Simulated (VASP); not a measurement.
# ZnS (P6_3mc) in VASP: notebook

The runs below take ZnS through single point, with PBE.

Everything below comes from runs of VASP 6.6.1. Logs are shortened: lines on timing, memory, paths and dates and some standing lists are left out, and cuts for length are marked.

### Step 1. The cell of the first run

The structure is hexagonal, space group P6_3mc (No. 186). The conventional cell has a = 3.619 Å, b = 3.619 Å, c = 7.119 Å, α = 90.00°, β = 90.00°, γ = 120.00°. Within 3.1 Å of Zn (site symmetry 3m) lie 4 S at 2.31 to 2.57 Å. S (site symmetry 3m) has 4 Zn at 2.31 to 2.57 Å within 3.1 Å.

### Step 2. Single point, PBE (c/a of the conventional cell at fixed volume 1.9671)

INCAR reads:

```
SYSTEM = ZnS
ALGO = Normal
EDIFF = 1E-6
ENCUT = 520
GGA = PE
ISIF = 2
ISMEAR = 0
LASPH = .TRUE.
LCHARG = .FALSE.
LREAL = .FALSE.
LWAVE = .FALSE.
NBANDS = 26
NELM = 100
PREC = Accurate
SIGMA = 0.05
```

KPOINTS reads:

```
k-points
0
G
  9 9 4
  0 0 0
```

POSCAR reads:

```
ZnS
1.0
    3.6187887550      0.0000000000      0.0000000000
   -1.8093943775      3.1339629928      0.0000000000
    0.0000000000      0.0000000000      7.1185193600
Zn S
2 2
Direct
    0.3333333333      0.6666666667      0.0052003725
    0.6666666667      0.3333333333      0.5052003725
    0.3333333333      0.6666666667      0.3665852179
    0.6666666667      0.3333333333      0.8665852179
```

Potentials or basis: VASP PAW PBE potentials, release 64 (Zn, S).

Launch:

```bash
cat potpaw_PBE.64/Zn/POTCAR potpaw_PBE.64/S/POTCAR > POTCAR
mpirun -np 1 vasp_std > vasp.out
```

OUTCAR:

```text
SYSTEM = ZnS
   EDIFF = 1E-6
   ENCUT = 520
   GGA = PE
   ISIF = 2
   ISMEAR = 0
   LASPH = .TRUE.
   LREAL = .FALSE.
   NELM = 100
   PREC = Accurate

 ion  position               nearest neighbor table
   1  0.333  0.667  0.005-   4 2.31   4 2.31   4 2.31   3 2.57
   2  0.667  0.333  0.505-   3 2.31   3 2.31   3 2.31   4 2.57
   3  0.333  0.667  0.367-   2 2.31   2 2.31   2 2.31   1 2.57
   4  0.667  0.333  0.867-   1 2.31   1 2.31   1 2.31   2 2.57

  LATTYP: Found a hexagonal cell.
 ALAT       =     3.6187887550
 C/A-ratio  =     1.9671000000

  Lattice vectors:

 A1 = (   3.6187887550,   0.0000000000,   0.0000000000)
 A2 = (  -1.8093943775,   3.1339629928,   0.0000000000)
 A3 = (   0.0000000000,   0.0000000000,   7.1185193600)

Analysis of symmetry for initial positions (statically):
=====================================================================
 Subroutine PRICEL returns:
 Original cell was already a primitive cell.

 Routine SETGRP: Setting up the symmetry group for a
 hexagonal supercell.

 Subroutine GETGRP returns: Found 12 space group operations
 (whereof  6 operations were pure point group operations)
 out of a pool of 24 trial point group operations.

The static configuration has the point symmetry C_3v.
 The point group associated with its full space group is C_6v.

Analysis of symmetry for dynamics (positions and initial velocities):
=====================================================================
 Subroutine PRICEL returns:
 Original cell was already a primitive cell.

 Routine SETGRP: Setting up the symmetry group for a
 hexagonal supercell.

 Subroutine GETGRP returns: Found 12 space group operations
 (whereof  6 operations were pure point group operations)
 out of a pool of 24 trial point group operations.

The dynamic configuration has the point symmetry C_3v.
 The point group associated with its full space group is C_6v.

 Subroutine INISYM returns: Found 12 space group operations
 (whereof  6 operations are pure point group operations),
 and found     1 'primitive' translations

----------------------------------------------------------------------------------------

                                     Primitive cell

  volume of cell :      80.7322

  direct lattice vectors                    reciprocal lattice vectors
[... 83 lines left out ...]
   ISTART =      0    job   : 0-new  1-cont  2-samecut
   ICHARG =      2    charge: 1-file 2-atom 10-const
   ISPIN  =      1    spin polarized calculation?
   LNONCOLLINEAR =      F non collinear calculations
   LSORBIT =      F    spin-orbit coupling
   LASPH  =      T    aspherical Exc in radial PAW
   ENCUT  =  520.0 eV  38.22 Ry    6.18 a.u.   6.73  6.73 13.24*2*pi/ulx,y,z
   NELM   =    100;   NELMIN=  2; NELMDL= -5     # of ELM steps
   EDIFF  = 0.1E-05   stopping-criterion for ELM
   LREAL  =      F    real-space projection
   EDIFFG = 0.1E-04   stopping-criterion for IOM
   NSW    =      0    number of steps for IOM
   IBRION =     -1    ionic relax: 0-MD 1-quasi-New 2-CG
   NFREE  =      0    steps in history (QN), initial steepest desc. (CG)
   ISIF   =      2    stress and relaxation
   ISYM   =      2    0-nonsym 1-usesym 2-fastsym
   POTIM  = 0.5000    time-step for ionic-motion
   TEBEG  =    0.0;   TEEND  =   0.0 temperature during run
   PSTRESS=    0.0 pullay stress
   NELECT =      36.0000    total number of electrons
   NUPDOWN=      -1.0000    fix difference up-down
   EMIN   =  10.00;   EMAX   =-10.00  energy-range for DOS
   EFERMI =   0.00;   METHOD = LEGACY
   ISMEAR =     0;   SIGMA  =   0.05  broadening in eV -4-tet -1-fermi 0-gaus
   EFERMI_NEDOS =   21; number of points for ismear=-14 and -15
   IALGO  =     38    algorithm
   IMIX   =      4    mixing-type and parameters
     AMIX     =   0.40;   BMIX     =  1.00
     AMIX_MAG =   1.60;   BMIX_MAG =  1.00
  volume/ion in A,a.u.               =      20.18       136.20
  Fermi-wavevector in a.u.,A,eV,Ry     =   1.250720  2.363518 21.283599  1.564300
  Thomas-Fermi vector in A             =   2.384701
   LORBIT       =      0    0 simple, 1 ext, 2 COOP (PROOUT), +10 PAW based schemes
   GGA     = PE    functional components
   LHFCALC =     F    Hartree Fock is set to
   AEXX    =    0.0000 exact exchange contribution
   IVDW    =     0    specifies the selected vdW correction
   LEPSILON=     F    determine dielectric tensor
   LRPA    =     F    only Hartree local field effects (RPA)
 non-spin polarized calculation
 Gauss-broadening in eV      SIGMA  =   0.05
  energy-cutoff  :      520.00
  volume of cell :       80.73
 maximum number of plane-waves:      2198
 NGX is ok and might be reduce to    28
   NGX = 13   NGY = 13   NGZ = 27

 number of electron      36.0000001 magnetization

 Free energy of the ion-electron system (eV)
  ---------------------------------------------------
  ext. energy  EPLUGINS =         0.00000000
  ---------------------------------------------------
  free energy    TOTEN  =       -13.12920901 eV

  energy without entropy =      -13.12920901  energy(sigma->0) =      -13.12920901

 E-fermi :   2.5578     XC(G=0):  -9.5387

 val. band max:        2.2942628816   @ k =   0.0000   0.0000   0.0000
 cond. band min:       3.2879863055   @ k =   0.0000   0.0000   0.0000
 fundamental gap:      0.9937234239
 Fermi energy:         2.5577966766

 k-point     1 :       0.0000    0.0000    0.0000
  band No.  band energies     occupation
      1     -11.0798      2.00000
      2     -10.5166      2.00000
      3      -4.3725      2.00000
      4      -4.3492      2.00000
      5      -4.3492      2.00000
      6      -4.2999      2.00000
[... 685 lines left out ...]
     25      11.7367      0.00000
     26      11.7382      0.00000

 [... further k-points ...]
[... 5 lines left out ...]
  --------------------------------------------------------------------------------------
  -------------------------------------------------------------------------------------
  Total        3.8241450      3.8241450     -5.5098163      0.0000000     -0.0000000      0.0000000
  in kB       75.8923797     75.8923797   -109.3455054      0.0000000     -0.0000000      0.0000000
  external PRESSURE =      14.1464180 kB  Pullay stress =       0.0000000 kB

 VOLUME and BASIS-vectors are now :
 -----------------------------------------------------------------------------
  energy-cutoff  :      520.00
  volume of cell :       80.73
      direct lattice vectors                 reciprocal lattice vectors
     3.618788755  0.000000000  0.000000000     0.276335555  0.159542407  0.000000000
    -1.809394378  3.133962993  0.000000000     0.000000000  0.319084814  0.000000000
     0.000000000  0.000000000  7.118519360     0.000000000  0.000000000  0.140478651

 POSITION                                       TOTAL-FORCE (eV/Angst)
 -----------------------------------------------------------------------------------
     -0.00000      2.08931      0.03702        -0.000000      0.000000      0.158732
      1.80939      1.04465      3.59628        -0.000000      0.000000      0.158732
     -0.00000      2.08931      2.60954         0.000000      0.000000     -0.158732
      1.80939      1.04465      6.16880         0.000000      0.000000     -0.158732
 -----------------------------------------------------------------------------------
    total drift:                               -0.000000     -0.000000      0.001183

  FREE ENERGIE OF THE ION-ELECTRON SYSTEM (eV)
  ---------------------------------------------------
  free  energy   TOTEN  =       -13.1292090094 eV

  energy  without entropy=      -13.1292090094  energy(sigma->0) =      -13.12920901
```

OSZICAR:

```text
N       E                     dE             d eps       ncg     rms          rms(c)
DAV:   1     0.242911467116E+03    0.24291E+03   -0.16994E+04  1872   0.166E+03
DAV:   2     0.106335489526E+02   -0.23228E+03   -0.22188E+03  1952   0.348E+02
DAV:   3    -0.135060569208E+02   -0.24140E+02   -0.23893E+02  2192   0.111E+02
DAV:   4    -0.141176809965E+02   -0.61162E+00   -0.61003E+00  2232   0.178E+01
DAV:   5    -0.141271165771E+02   -0.94356E-02   -0.94326E-02  2258   0.217E+00    0.986E+00
DAV:   6    -0.131509500696E+02    0.97617E+00   -0.17244E+00  2790   0.375E+01    0.753E+00
DAV:   7    -0.131375148013E+02    0.13435E-01   -0.13765E+00  2016   0.671E+00    0.325E+00
DAV:   8    -0.131284692111E+02    0.90456E-02   -0.55406E-02  2364   0.219E+00    0.958E-01
DAV:   9    -0.131288880296E+02   -0.41882E-03   -0.10715E-02  2520   0.144E+00    0.252E-01
DAV:  10    -0.131290124452E+02   -0.12442E-03   -0.79156E-04  2194   0.383E-01    0.961E-02
DAV:  11    -0.131292079139E+02   -0.19547E-03   -0.32697E-04  1968   0.133E-01    0.454E-02
DAV:  12    -0.131292082488E+02   -0.33491E-06   -0.29257E-05  2270   0.471E-02    0.262E-02
DAV:  13    -0.131292090094E+02   -0.76059E-06   -0.20012E-06  1642   0.104E-02
   1 F= -.13129209E+02 E0= -.13129209E+02  d E =-.150018E-15
```

Wall time 58 s (1 thread of Intel Xeon Platinum 8259CL at 2.50GHz (Skylake/Cascade Lake), shared host); peak memory 0.22 GiB.

What came out:

```yaml
Free_energy: -13.1292 eV
Pressure: 1.4 GPa
Largest_force: 0.159 eV/Å
Band_gap_on_the_k_mesh: 0.99 eV, direct
```

Forces on the atoms (eV/Å):
```
Zn   0.000  0.000  0.159
Zn   0.000  0.000  0.159
S    0.000  0.000 -0.159
S    0.000  0.000 -0.159
```

Stress tensor (GPa, compression positive):
```
  7.59   0.00   0.00
  0.00   7.59   0.00
  0.00   0.00 -10.93
```

Levels at points of the mesh, in eV from the valence-band top:
```
           k point  band 14  band 15  band 16  band 17  band 18  band 19  band 20  band 21  band 22  band 23
(0.00, 0.00, 0.00)    -1.19    -0.49    -0.49     0.00     0.00     0.99     4.13     5.52     6.94     6.94
(0.00, 0.00, 0.50)    -3.78    -0.25    -0.25    -0.25    -0.25     3.66     3.66     5.59     5.59     7.31
```

### Step 3. Single point, PBE (c/a of the conventional cell at fixed volume 1.5299)

INCAR reads:

```
SYSTEM = ZnS
PREC = Accurate
ENCUT = 520
EDIFF = 1E-7
ISMEAR = 0
SIGMA = 0.05
LREAL = .False.
LASPH = .True.
NELM = 60
ALGO = Normal
ISIF = 2
LWAVE = .False.
LCHARG = .False.
GGA = PE
NBANDS = 26
```

KPOINTS reads:

```
Automatic mesh
0
Gamma
  9 9 4
  0 0 0
```

POSCAR reads:

```
ZnS
1.0
    3.9350570224      0.0000000000      0.0000000000
   -1.9675285112      3.4078593468      0.0000000000
    0.0000000000      0.0000000000      6.0202437386
Zn S
2 2
Direct
    0.3333333333      0.6666666667      0.0052003725
    0.6666666667      0.3333333333      0.5052003725
    0.3333333333      0.6666666667      0.3930140371
    0.6666666667      0.3333333333      0.8930140371
```

Potentials or basis: VASP PAW PBE potentials, release 64 (Zn, S).

Launch:

```bash
cat potpaw_PBE.64/Zn/POTCAR potpaw_PBE.64/S/POTCAR > POTCAR
mpirun -np 1 vasp_std > vasp.out
```

Run time: 66 s. Hardware: 1 thread of Intel Xeon Platinum 8259CL at 2.50GHz (Skylake/Cascade Lake), shared host; peak memory 0.22 GiB.

Results (log left out):

| Quantity | Value |
| --- | --- |
| Free energy | -13.6204 eV |
| Pressure | 0.3 GPa |
| Largest force | 0.004 eV/Å |
| Band gap on the k mesh | 2.00 eV, direct |

Forces on the atoms (eV/Å):
```
Zn   0.000  0.000  0.004
Zn   0.000  0.000  0.004
S    0.000  0.000 -0.004
S    0.000  0.000 -0.004
```

Stress tensor (GPa, compression positive):
```
-1.78  0.00  0.00
 0.00 -1.78  0.00
 0.00  0.00  4.31
```

Levels at points of the mesh, in eV from the valence-band top:
```
           k point  band 14  band 15  band 16  band 17  band 18  band 19  band 20  band 21  band 22  band 23
(0.00, 0.00, 0.00)    -1.18    -1.18    -0.19    -0.19     0.00     2.00     2.34     5.93     5.93     7.28
(0.00, 0.00, 0.50)    -2.64    -0.70    -0.70    -0.70    -0.70     3.10     3.10     6.37     6.37     6.37
```

### Step 4. Single point, PBE (c/a of the conventional cell at fixed volume 1.7485)

INCAR reads:

```
ALGO = Normal
EDIFF = 1E-6
ENCUT = 520
GGA = PE
ISIF = 2
ISMEAR = 0
LASPH = True
LCHARG = True
LELF = True
LREAL = False
LVHAR = True
LWAVE = False
NBANDS = 26
NELM = 80
PREC = Accurate
SIGMA = 0.05
```

KPOINTS reads:

```
k-points
0
Gamma
  9 9 4
```

POSCAR reads:

```
ZnS
1.0
    3.7637158910      0.0000000000      0.0000000000
   -1.8818579455      3.2594735743      0.0000000000
    0.0000000000      0.0000000000      6.5808572354
Zn S
2 2
Direct
    0.3333333333      0.6666666667      0.0052003725
    0.6666666667      0.3333333333      0.5052003725
    0.3333333333      0.6666666667      0.4194587200
    0.6666666667      0.3333333333      0.9194587200
```

Potentials or basis: VASP PAW PBE potentials, release 64 (Zn, S).

Launch:

```bash
cat potpaw_PBE.64/Zn/POTCAR potpaw_PBE.64/S/POTCAR > POTCAR
mpirun -np 1 vasp_std > vasp.out
```

OUTCAR:

```text
EDIFF = 1E-6
   ENCUT = 520
   GGA = PE
   ISIF = 2
   ISMEAR = 0
   LASPH = True
   LREAL = False
   NELM = 80
   PREC = Accurate

 ion  position               nearest neighbor table
   1  0.333  0.667  0.005-   4 2.25   4 2.25   4 2.25   3 2.73
   2  0.667  0.333  0.505-   3 2.25   3 2.25   3 2.25   4 2.73
   3  0.333  0.667  0.419-   2 2.25   2 2.25   2 2.25   1 2.73
   4  0.667  0.333  0.919-   1 2.25   1 2.25   1 2.25   2 2.73

  LATTYP: Found a hexagonal cell.
 ALAT       =     3.7637158910
 C/A-ratio  =     1.7485000000

  Lattice vectors:

 A1 = (   3.7637158910,   0.0000000000,   0.0000000000)
 A2 = (  -1.8818579455,   3.2594735743,   0.0000000000)
 A3 = (   0.0000000000,   0.0000000000,   6.5808572354)

Analysis of symmetry for initial positions (statically):
=====================================================================
 Subroutine PRICEL returns:
 Original cell was already a primitive cell.

[... 167 lines left out ...]

 Free energy of the ion-electron system (eV)
  ---------------------------------------------------
  ext. energy  EPLUGINS =         0.00000000
  ---------------------------------------------------
  free energy    TOTEN  =       -13.30315081 eV

  energy without entropy =      -13.30315081  energy(sigma->0) =      -13.30315081

 E-fermi :   2.1357     XC(G=0):  -9.4858

 val. band max:        1.8798377300   @ k =   0.0000   0.0000   0.0000
 cond. band min:       4.1615154713   @ k =   0.0000   0.0000   0.0000
 fundamental gap:      2.2816777413
 Fermi energy:         2.1356751498

 k-point     1 :       0.0000    0.0000    0.0000
  band No.  band energies     occupation
      1     -11.2338      2.00000
      2     -10.5845      2.00000
      3      -4.6234      2.00000
      4      -4.6234      2.00000
      5      -4.6048      2.00000
      6      -4.6048      2.00000
[... 685 lines left out ...]
     25      11.9589      0.00000
     26      12.2504      0.00000

 [... further k-points ...]
[... 5 lines left out ...]
  --------------------------------------------------------------------------------------
  -------------------------------------------------------------------------------------
  Total        3.8101129      3.8101129     -1.4755179      0.0000000      0.0000000      0.0000000
  in kB       75.6139035     75.6139035    -29.2825104      0.0000000      0.0000000      0.0000000
  external PRESSURE =      40.6484322 kB  Pullay stress =       0.0000000 kB

 VOLUME and BASIS-vectors are now :
 -----------------------------------------------------------------------------
  energy-cutoff  :      520.00
  volume of cell :       80.73
      direct lattice vectors                 reciprocal lattice vectors
     3.763715891  0.000000000  0.000000000     0.265694869  0.153399004  0.000000000
    -1.881857945  3.259473574  0.000000000     0.000000000  0.306798008  0.000000000
     0.000000000  0.000000000  6.580857235     0.000000000  0.000000000  0.151955887

 POSITION                                       TOTAL-FORCE (eV/Angst)
 -----------------------------------------------------------------------------------
     -0.00000      2.17298      0.03422        -0.000000     -0.000000      0.765781
      1.88186      1.08649      3.32465         0.000000      0.000000      0.765781
     -0.00000      2.17298      2.76040         0.000000     -0.000000     -0.765781
      1.88186      1.08649      6.05083        -0.000000      0.000000     -0.765781
 -----------------------------------------------------------------------------------
    total drift:                                0.000000      0.000000      0.000127

  FREE ENERGIE OF THE ION-ELECTRON SYSTEM (eV)
  ---------------------------------------------------
  free  energy   TOTEN  =       -13.3031508095 eV

  energy  without entropy=      -13.3031508095  energy(sigma->0) =      -13.30315081
```

It took 58 s on 1 thread of Intel Xeon Platinum 8259CL at 2.50GHz (Skylake/Cascade Lake), shared host; peak memory 0.22 GiB.

Results:

| Quantity | Value |
| --- | --- |
| Free energy | -13.3032 eV |
| Pressure | 4.1 GPa |
| Largest force | 0.766 eV/Å |
| Band gap on the k mesh | 2.28 eV, direct |

Forces in eV/Å, atoms in the order of the input:
```
Zn   0.000  0.000  0.766
Zn   0.000  0.000  0.766
S    0.000  0.000 -0.766
S    0.000  0.000 -0.766
```

Stress tensor (GPa, compression positive):
```
 7.56  0.00  0.00
 0.00  7.56  0.00
 0.00  0.00 -2.93
```

### Step 5. Single point, PBE (c/a of the conventional cell at fixed volume 1.8578)

INCAR reads:

```
ALGO = Normal
EDIFF = 1E-6
ENCUT = 520
GGA = PE
ISIF = 2
ISMEAR = 0
LASPH = T
LCHARG = T
LELF = T
LREAL = F
LVHAR = T
LWAVE = F
NBANDS = 26
NELM = 100
PREC = Accurate
SIGMA = 0.05
```

KPOINTS is that of step 4.

POSCAR reads:

```
ZnS
1.0
    3.6884088784      0.0000000000      0.0000000000
   -1.8442044392      3.1942557882      0.0000000000
    0.0000000000      0.0000000000      6.8523260142
Zn S
2 2
Direct
    0.3333333333      0.6666666667      0.0052003725
    0.6666666667      0.3333333333      0.5052003725
    0.3333333333      0.6666666667      0.3930140371
    0.6666666667      0.3333333333      0.8930140371
```

Launch:

```bash
cat potpaw_PBE.64/Zn/POTCAR potpaw_PBE.64/S/POTCAR > POTCAR
mpirun -np 1 vasp_std > vasp.out
```

Run time: 61 s. Hardware: 1 thread of Intel Xeon Platinum 8259CL at 2.50GHz (Skylake/Cascade Lake), shared host; peak memory 0.22 GiB.

It converged, with:

| Item | Value |
| --- | --- |
| Free energy | -13.2981 eV |
| Pressure | 3.4 GPa |
| Largest force | 0.592 eV/Å |
| Band gap on the k mesh | 1.80 eV, direct |

Forces on the atoms (eV/Å):
```
Zn   0.000  0.000  0.592
Zn   0.000  0.000  0.592
S    0.000  0.000 -0.592
S    0.000  0.000 -0.592
```

Stress tensor (GPa, compression positive):
```
 8.20  0.00  0.00
 0.00  8.20  0.00
 0.00  0.00 -6.19
```

Levels at points of the mesh, in eV from the valence-band top:
```
           k point  band 16  band 17  band 18  band 19  band 20  band 21
(0.00, 0.00, 0.00)    -0.49     0.00     0.00     1.80     3.67     5.67
(0.00, 0.00, 0.50)    -0.25    -0.25    -0.25     3.71     3.71     6.02
```

### Step 6. Overview

```csv
cell,gap on the mesh (eV),pressure (GPa),largest force (eV/Å)
"a = 3.619, b = 3.619, c = 7.119 Å, angles 90.0, 90.0, 120.0°, 4 atoms",0.99,1.4,0.16
"a = 3.935, b = 3.935, c = 6.020 Å, angles 90.0, 90.0, 120.0°, 4 atoms",2.00,0.3,-
"a = 3.764, b = 3.764, c = 6.581 Å, angles 90.0, 90.0, 120.0°, 4 atoms",2.28,4.1,0.77
"a = 3.688, b = 3.688, c = 6.852 Å, angles 90.0, 90.0, 120.0°, 4 atoms",1.80,3.4,0.59
```

Alike in all rows: task single point; level PBE; potentials or basis VASP PAW PBE potentials, release 64 (Zn, S); no spin polarisation; k mesh 9 × 9 × 4; cutoff (eV) 520; smearing gaussian 0.05 eV.

Absolute energies hang on the potentials; compare differences alone.
